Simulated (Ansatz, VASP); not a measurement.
## WSe2 in VASP and in Ansatz

The input POSCAR:

```
WSe2
1.0
    3.3144241877      0.0000000000      0.0000000000
   -1.6572120938      2.8703755455      0.0000000000
    0.0000000000      0.0000000000     29.8000909169
W Se
3 6
Direct
    0.6666666667      0.3333333333      0.0000000000
    0.3333333333      0.6666666667      0.7699395271
    0.3333333333      0.6666666667      0.2300604729
    0.3333333333      0.6666666667      0.0557735250
    0.6666666667      0.3333333333      0.8257181836
    0.6666666667      0.3333333333      0.2857987548
    0.3333333333      0.6666666667      0.9442264750
    0.6666666667      0.3333333333      0.7142012452
    0.6666666667      0.3333333333      0.1742818164
```

The input INCAR.step1:

```
SYSTEM = WSe2
PREC = Accurate ; ENCUT = 520
ISMEAR = 0 ; SIGMA = 0.02
LREAL = .False. ; LASPH = .True.
NELM = 60 ; NBANDS = 49
GGA = PE ; ALGO = Normal
EDIFF = 1E-4 ; LWAVE = .True.
LCHARG = .False.
```

The input INCAR.step2:

```
SYSTEM = WSe2
PREC = Accurate ; ENCUT = 520
EDIFF = 1E-7 ; ISMEAR = 0
SIGMA = 0.02 ; LREAL = .False.
LASPH = .True. ; NELM = 60
ALGO = Normal ; ISIF = 2
LWAVE = .False. ; LCHARG = .False.
METAGGA = R2SCAN ; LMIXTAU = .True.
NBANDS = 49 ; ISTART = 1
```

File KPOINTS:

```
Automatic mesh
0
Gamma
  12 12 1
  0 0 0
```

Input for Ansatz:

```yaml
crystal:
  lattice:
    - [3.3144241877, 0.0, 0.0]
    - [-1.6572120938, 2.8703755455, 0.0]
    - [0.0, 0.0, 29.8000909169]
  atoms:
    - { symbol: W, position: [0.6666666667, 0.3333333333, 0.0] }
    - { symbol: W, position: [0.3333333333, 0.6666666667, 0.7699395271] }
    - { symbol: W, position: [0.3333333333, 0.6666666667, 0.2300604729] }
    - { symbol: Se, position: [0.3333333333, 0.6666666667, 0.055773525] }
    - { symbol: Se, position: [0.6666666667, 0.3333333333, 0.8257181836] }
    - { symbol: Se, position: [0.6666666667, 0.3333333333, 0.2857987548] }
    - { symbol: Se, position: [0.3333333333, 0.6666666667, 0.944226475] }
    - { symbol: Se, position: [0.6666666667, 0.3333333333, 0.7142012452] }
    - { symbol: Se, position: [0.6666666667, 0.3333333333, 0.1742818164] }
basis:
  ecutwfc: 500
kpoints:
  mp_grid: { grid: [12, 12, 1] }
  band_path:
    path:
      - [[0.0, 0.0, 0.0], [0.5, 0.0, 0.0], [0.33333333, 0.33333333, 0.0], [0.0, 0.0, 0.0], [0.0, 0.0, 0.5], [0.5, 0.0, 0.5], [0.33333333, 0.33333333, 0.5], [0.0, 0.0, 0.5]]
      - [[0.5, 0.0, 0.5], [0.5, 0.0, 0.0]]
      - [[0.33333333, 0.33333333, 0.5], [0.33333333, 0.33333333, 0.0]]
    npoints: 14
hamiltonian:
  xc: r2scan
scf:
  occupations: { method: gaussian, width: 0.02 }
  n_extra_bands: 22
output:
  forces: true
  stress: true
  eigenvalues: true
  populations: true
  dos: { projected: true, de: 0.02, nscf_kmesh: { grid: [18, 18, 2] } }
  bader: true
  write_density: true
  write_potential: true
  elf: true
  volumetric_format: npy
```

Alike in both runs: task single point; functional r2SCAN; k mesh 12 × 12 × 1; occupations gaussian, width 0.02 eV; no spin polarisation.

|  | VASP | Ansatz |
| --- | --- | --- |
| version | VASP 6.6.1 | Ansatz 0.2.0 |
| potentials or method | VASP PAW PBE potentials, release 64 (W_sv, Se), cutoff 520 eV | scalar-relativistic, plane waves, PAW |
| valence electrons in the cell | 78 | 138 |

```tsv
	VASP	Ansatz	Ansatz less VASP
gap on the k mesh at the Fermi level (eV)	1.51	1.51	+0.005
least direct gap on the mesh (eV)	1.60	1.61	+0.002
rms of the force components (eV/Å)	0.019	0.002	-0.0173
```

VASP's potentials were made for PBE, not for r2SCAN. Atom by atom the forces differ by 0.021 eV/Å (rms over components). With one functional, cell and mesh, what is left measures potentials, basis and numerics. VASP's potentials hold 78 valence electrons a cell and Ansatz's 138, so a difference there can come from the potentials and not from the codes. Ansatz's warnings: xc potential rough in thin density.

Spin-orbit coupling is off throughout.
